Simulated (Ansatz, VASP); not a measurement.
Two plane-wave programs on KBr

Contents of INCAR:

```
PREC = Accurate ; ENCUT = 500
EDIFF = 1E-6 ; ISMEAR = 1
SIGMA = 0.02 ; LREAL = F
LASPH = T ; NELM = 120
ALGO = Normal ; ISIF = 2
LWAVE = F ; LCHARG = F
GGA = RE ; NBANDS = 15
GGA_COMPAT = F
```

The input KPOINTS:

```
Automatic mesh
0
Gamma
  4 4 4
```

File POSCAR:

```
KBr
1.0
    4.1740236146      0.0000000000      0.0000000000
    0.0000000000      4.1740236146      0.0000000000
    0.0000000000      0.0000000000      4.1740236146
K Br
1 1
Direct
    0.0000000000      0.0000000000      0.0000000000
    0.5000000000      0.5000000000      0.5000000000
```

Input for Ansatz:

```yaml
crystal:
  lattice:
    - [4.174023614567705, 0.0, 0.0]
    - [0.0, 4.174023614567705, 0.0]
    - [0.0, 0.0, 4.174023614567705]
  atoms:
    - { symbol: K, position: [0.0, 0.0, 0.0] }
    - { symbol: Br, position: [0.5, 0.5, 0.5] }
basis:
  ecutwfc: 530.0
  ecutrho_ratio: 8
kpoints:
  mp_grid:
    grid: [4, 4, 4]
hamiltonian:
  xc: revpbe
  pseudopotentials:
    kind: paw
scf:
  max_iter: 80
  n_extra_bands: 16
  occupations:
    method: methfessel_paxton
    width: 0.02
output:
  stress: true
```

Alike in both runs: task single point; functional revPBE; k mesh 4 × 4 × 4; occupations methfessel-paxton of order 1, width 0.02 eV; no spin polarisation.

|  | VASP | Ansatz |
| --- | --- | --- |
| version | VASP 6.6.1 | Ansatz 0.2.0 |
| potentials or method | VASP PAW PBE potentials, release 64 (K_sv, Br), cutoff 500 eV | plane waves, PAW |
| valence electrons in the cell | 16 | 16 |

```tsv
	VASP	Ansatz	Ansatz less VASP
pressure (GPa)	-0.1	-0.1	-0.01
```

VASP's potentials were made for PBE, not for revPBE.
